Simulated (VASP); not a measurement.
Set up this calculation in VASP 6.6.1, as the native input.

```yaml
Task: single point
Functional: PBEsol
Potentials_or_basis: VASP PAW PBE potentials, release 64 (Ir)
Cutoff: 520 eV
k_mesh: 8 × 8 × 8
Occupations: gaussian, width 0.1 eV
Spin: no spin polarisation
Dipole_correction: no
Further_INCAR_settings: ALGO = Normal; EDIFF = 1e-07; NBANDS = 10
```

The structure of Ir lies in POSCAR:

```
Ir
1.0
    0.0000000000      1.9269646700      1.9269646700
    1.9269646700      0.0000000000      1.9269646700
    1.9269646700      1.9269646700      0.0000000000
Ir
1
Direct
    0.0000000000      0.0000000000      0.0000000000
```

These files were run (other wordings do the same):

INCAR

```
SYSTEM = Ir
  PREC = Accurate
  ENCUT = 520
  EDIFF = 1E-7
  ISMEAR = 0
  SIGMA = 0.1
  LREAL = .FALSE.
  LASPH = .TRUE.
  NELM = 100
  ALGO = Normal
  ISIF = 2
  LWAVE = .FALSE.
  LCHARG = .FALSE.
  GGA = PS
  NBANDS = 10
```

KPOINTS

```
regular mesh
0
G
  8 8 8
  0 0 0
```

Potentials or basis: VASP PAW PBE potentials, release 64 (Ir).

Run with:

```console
$ cat potpaw_PBE.64/Ir/POTCAR > POTCAR
$ mpirun -np 1 vasp_std > vasp.out
```

It gave:

The pressure is -4.6 GPa. The band gap on the k mesh is zero (an odd number of electrons rules out a gap without spin polarisation).

Caveat: the cell stands under tension; the PAW data sets were made with another functional, which shifts forces and pressure a little; spin-orbit coupling is left out, which moves the levels of the heavy elements.

Run time: 2.3 s on 1 thread of Intel(R) Xeon(R) 6975P-C (Granite Rapids), with other jobs on the host, peak memory 0.13 GiB.
